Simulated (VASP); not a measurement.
Si2Sb5Se:

```xyz
8
Lattice="4.0500 0.0000 0.0000 -2.0250 3.5074 0.0000 0.0000 0.0000 15.1500" Properties=species:S:1:pos:R:3 pbc="T T T"
Si    0.0000    2.3383    1.1968
Si    0.0000    2.3383    3.5451
Sb    0.0000    0.0000    0.0000
Sb    0.0000    0.0000   11.1050
Sb    0.0000    2.3383   12.6502
Sb    0.0000    2.3383    7.2569
Sb    2.0250    1.1691    8.8021
Se    0.0000    0.0000    4.4541
```

```yaml
Program: VASP 6.6.1
Task: relaxation of cell and atoms
Functional: PBE
Potentials_or_basis: VASP PAW PBE potentials, release 64 (Si, Sb, Se)
Cutoff: 600 eV
k_mesh: 5 × 5 × 1
Occupations: gaussian, width 0.2 eV
Spin: no spin polarisation
```

At the start: pressure 5.5 GPa; volume 26.90 Å³/atom.

Question: Where does the relaxation end?

Answer: Over 15 steps the energy falls by 71.0 meV/atom and the volume is 30.99 Å³/atom (+15.2 %); space group P3m1 (No. 156, to 0.1 Å) before and after.

Step by step:
| step | energy change (eV) | largest force (eV/Å) | pressure (GPa) | volume (Å³) |
| --- | --- | --- | --- | --- |
| 1 | 0.0000 | 1.0478 | 5.53 | 215.21 |
| 2 | -0.2440 | 0.8040 | -2.32 | 245.45 |
| 3 | -0.3468 | 0.6323 | 0.00 | 233.92 |
| 4 | -0.3925 | 0.5312 | -0.01 | 235.37 |
| 5 | -0.4692 | 0.6558 | 0.03 | 239.75 |
| 6 | -0.4736 | 0.7723 | 0.07 | 241.13 |
| 7 | -0.5105 | 0.4603 | -0.08 | 242.86 |
| 8 | -0.5358 | 0.2012 | -0.25 | 245.64 |
| 9 | -0.5542 | 0.1099 | 0.05 | 244.72 |
| 10 | -0.5593 | 0.1029 | 0.33 | 243.92 |
| 11 | -0.5637 | 0.1607 | -0.05 | 246.31 |
| 12 | -0.5637 | 0.1657 | -0.08 | 246.52 |
| 13 | -0.5669 | 0.1007 | -0.01 | 247.27 |
| 14 | -0.5672 | 0.0833 | 0.02 | 247.59 |
| 15 | -0.5682 | 0.0535 | 0.03 | 247.92 |

Final structure:
```
Si Sb Se
1.0
     4.15697    0.00000    0.00000
    -2.07848    3.60004    0.00000
     0.00000    0.00000   16.56656
Si Sb Se
2 5 1
Direct
  0.33333 0.66667 0.08921
  0.33333 0.66667 0.23278
  0.00000 0.00000 0.01858
  0.00000 0.00000 0.72884
  0.33333 0.66667 0.82625
  0.33333 0.66667 0.48219
  0.66667 0.33333 0.57932
  0.00000 0.00000 0.27784
```

Caveat: the k points lie up to 0.38 Å⁻¹ apart in the final cell, too coarse for converged energies and pressures of a metal; the volume moved by over 15 % at a fixed basis, so the end points are rough; this functional lacks dispersion, which binds layers or chains, so the pressure and a relaxed spacing across them are unreliable; an odd number of electrons without spin polarisation forces a metal; a magnetic or distorted state may lie lower; the relaxation stopped at a loose force limit of 0.08 eV/Å, so its end isn't a converged minimum.
